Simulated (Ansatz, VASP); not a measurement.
PtS2: VASP beside Ansatz

```xyz
3
Lattice="3.5839 0.0000 0.0000 -1.7919 3.1037 0.0000 0.0000 0.0000 4.6873" Properties=species:S:1:pos:R:3 pbc="T T T"
Pt    0.0000    0.0000    0.0000
S     0.0000    2.0692    1.2073
S     1.7919    1.0346    3.4800
```

Alike in both runs: functional PBE; dispersion D4; k mesh 12 × 12 × 8; occupations gaussian, width 0.01 eV; no spin polarisation.

Ansatz relaxed the structure, and its values are those at the end. VASP's run is a single point on that final structure, the one shown.

|  | VASP | Ansatz |
| --- | --- | --- |
| version | VASP 6.6.1 | Ansatz 0.2.0 |
| potentials or method | VASP PAW PBE potentials, release 64 (Pt, S), cutoff 520 eV | scalar-relativistic, plane waves, PAW |
| valence electrons in the cell | 22 | 30 |

```csv
,VASP,Ansatz,Ansatz less VASP
gap on the k mesh at the Fermi level (eV),0.10,0.09,-0.011
least direct gap on the mesh (eV),0.69,0.69,-0.006
pressure (GPa),-0.5,0.0,+0.45
rms of the force components (eV/Å),0.018,0.000,-0.0179
```

VASP's potentials hold 22 valence electrons a cell and Ansatz's 30, so a difference there can come from the potentials and not from the codes.

Spin-orbit coupling is off throughout.
